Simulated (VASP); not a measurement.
Input of a VASP 6.6.1 run:

File INCAR:

```
SYSTEM = Pt
ALGO = Normal
EDIFF = 1E-6
ENCUT = 520
GGA = PS
ISIF = 2
ISMEAR = -1
LASPH = .TRUE.
LCHARG = .TRUE.
LELF = .TRUE.
LREAL = .FALSE.
LVHAR = .TRUE.
LWAVE = .FALSE.
NBANDS = 11
NELM = 80
PREC = Accurate
SIGMA = 0.05
```

The input KPOINTS:

```
k-points
0
G
  10 10 10
  0 0 0
```

The input POSCAR:

```
Pt
1.0
   -1.5700109835      1.5700109835      1.5700109835
    1.5700109835     -1.5700109835      1.5700109835
    1.5700109835      1.5700109835     -1.5700109835
Pt
1
Direct
    0.0000000000      0.0000000000      0.0000000000
```

Potentials or basis: VASP PAW PBE potentials, release 64 (Pt).

Launch:

```console
$ cat potpaw_PBE.64/Pt/POTCAR > POTCAR
$ mpirun -np 1 vasp_std > vasp.out
```

(1) Estimate the band gap on the k mesh.

(2) Predict the pressure.

## Answers

(1) zero (band 5 reaches 11.43 eV, above the bottom of band 6 at 9.24 eV).

(2) -5.1 GPa.

Caveat: the PAW data sets were made with another functional, which shifts forces and pressure a little; spin-orbit coupling is left out, which moves the levels of the heavy elements.
